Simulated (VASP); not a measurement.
Wanted: the native input for a VASP 6.6.1 run.

| Property | Result |
| --- | --- |
| Task | relaxation of cell and atoms |
| Functional | PBE |
| Potentials or basis | VASP PAW PBE potentials, release 64 (Cd, Bi_d, O) |
| Cutoff | 600 eV |
| k mesh | 12 × 12 × 6 |
| Occupations | gaussian, width 0.1 eV |
| Spin | no spin polarisation |
| Dipole correction | no |
| Further INCAR settings | ALGO = Normal; EDIFF = 1e-06; IBRION = 2; EDIFFG = -0.01; NSW = 100; ISIF = 3 |

The structure of CdBiO4 lies in POSCAR:

```
CdBiO4
1.0
    3.3508128596      0.0000000000      0.0000000000
    0.0000000000      3.3508128596      0.0000000000
    0.0000000000      0.0000000000      6.9197106434
Cd Bi O
1 1 4
Direct
    0.0000000000      0.0000000000      0.0000000000
    0.5000000000      0.5000000000      0.5000000000
    0.5000000000      0.5000000000      0.1060756580
    0.0000000000      0.0000000000      0.6672908518
    0.0000000000      0.0000000000      0.3327091482
    0.5000000000      0.5000000000      0.8939243420
```

The cell was generated, and may not be a known phase.

The input as run:

INCAR

```
SYSTEM = CdBiO4
PREC     = Accurate       ! precision mode
ENCUT    = 600            ! plane-wave cutoff, eV
EDIFF    = 1E-6           ! SCF threshold, eV
ISMEAR   = 0              ! smearing method
SIGMA    = 0.1            ! smearing width, eV
LREAL    = .FALSE.        ! projectors in reciprocal space
LASPH    = .TRUE.         ! aspherical terms in the spheres
NELM     = 100            ! most SCF steps
ALGO     = Normal         ! electronic algorithm
ISIF     = 3              ! what is computed and relaxed
LWAVE    = .FALSE.        ! write WAVECAR
LCHARG   = .FALSE.        ! write CHGCAR
GGA      = PE             ! functional
IBRION   = 2              ! ionic algorithm
NSW      = 100            ! ionic steps
EDIFFG   = -0.01          ! ionic threshold
```

KPOINTS

```
Automatic mesh
0
G
  12 12 6
  0 0 0
```

Potentials or basis: VASP PAW PBE potentials, release 64 (Cd, Bi_d, O).

The run is started by

```bash
$ cat potpaw_PBE.64/Cd/POTCAR potpaw_PBE.64/Bi_d/POTCAR potpaw_PBE.64/O/POTCAR > POTCAR
$ mpirun -np 1 vasp_std > vasp.out
```

It gave:

| Item | Value |
| --- | --- |
| Relaxed volume | 12.96 Å³/atom |
| Relaxed cell | a = 3.348 Å, b = 3.348 Å, c = 6.940 Å, α = 90.00°, β = 90.00°, γ = 90.00° |
| Space group after relaxing (to 0.1 Å) | P4/mmm (No. 123) |
| Energy gained by relaxing | 0.8 meV/atom |
| Ionic steps | 11 |
| Pressure after relaxing | 0.0 GPa |
| Largest force after relaxing | 0.005 eV/Å |
| Band gap on the k mesh | zero (an odd number of electrons rules out a gap without spin polarisation) |

Caveat: spin-orbit coupling is left out, which moves the levels of the heavy elements; an odd number of electrons without spin polarisation forces a metal; a magnetic or distorted state may lie lower.

It took 38 min on 1 thread of Intel Xeon 8259CL, with other jobs on the host, peak memory 0.44 GiB.
